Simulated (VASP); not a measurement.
A run of VASP 6.6.1 is set up as follows.

File INCAR:

```
SYSTEM = Al3Au
PREC     = Accurate       ! precision mode
ENCUT    = 520            ! plane-wave cutoff, eV
EDIFF    = 1E-6           ! SCF threshold, eV
ISMEAR   = -1             ! smearing method
SIGMA    = 0.05           ! smearing width, eV
LREAL    = .False.        ! projectors in reciprocal space
LASPH    = .True.         ! aspherical terms in the spheres
NELM     = 100            ! most SCF steps
ALGO     = Normal         ! electronic algorithm
ISIF     = 2              ! what is computed and relaxed
LWAVE    = .False.        ! write WAVECAR
LCHARG   = .False.        ! write CHGCAR
GGA      = CA             ! functional
NBANDS   = 18             ! bands
```

The input KPOINTS:

```
Automatic mesh
0
Gamma
  9 9 9
  0 0 0
```

Contents of POSCAR:

```
Al3Au
1.0
   -1.9979602797      1.9979602797      4.0017743603
    1.9979602797     -1.9979602797      4.0017743603
    1.9979602797      1.9979602797     -4.0017743603
Au Al
1 3
Direct
    0.0000000000      0.0000000000      0.0000000000
    0.5000000000      0.5000000000      0.0000000000
    0.2500000000      0.7500000000      0.5000000000
    0.7500000000      0.2500000000      0.5000000000
```

Potentials or basis: VASP PAW LDA potentials, release 64 (Au, Al).

Run with:

```sh
$ cat potpaw_LDA.64/Au/POTCAR potpaw_LDA.64/Al/POTCAR > POTCAR
$ mpirun -np 1 vasp_std > vasp.out
```

Question: Predict the band gap on the k mesh.

Answer: Zero (bands 10 and 11 overlap by 3.14 eV).

Question: Estimate the pressure.

Answer: -1.0 GPa.

Stress tensor (GPa, compression positive):
```
-0.77  0.00  0.00
 0.00 -0.77  0.00
 0.00  0.00 -1.36
```

Caveat: spin-orbit coupling is left out, which moves the levels of the heavy elements.
